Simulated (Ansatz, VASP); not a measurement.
# Two plane-wave programs on ZrC

```
Zr C
1.0
     0.00000    2.54579    2.54579
     2.54579    0.00000    2.54579
     2.54579    2.54579    0.00000
Zr C
1 1
Direct
  0.00000 0.00000 0.00000
  0.25000 0.25000 0.25000
```

Alike in both runs: task single point; functional PBE; k mesh 12 × 12 × 12; occupations gaussian, width 0.05 eV; no spin polarisation.

```csv
,VASP,Ansatz
version,VASP 6.6.1,Ansatz 0.2.0
potentials or method,"VASP PAW PBE potentials, release 64 (Zr_sv, C), cutoff 520 eV","scalar-relativistic, plane waves, PAW"
valence electrons in the cell,16,16
```

Ansatz gave:

| Quantity | Value |
| --- | --- |
| gap on the k mesh at the Fermi level (eV) | 0.49 |
| least direct gap on the mesh (eV) | 0.57 |
| pressure (GPa) | -0.1 |

**Question.** Estimate VASP's values.

**Answer.** gap on the k mesh at the Fermi level (eV): 0.49; least direct gap on the mesh (eV): 0.57; pressure (GPa): 0.0.
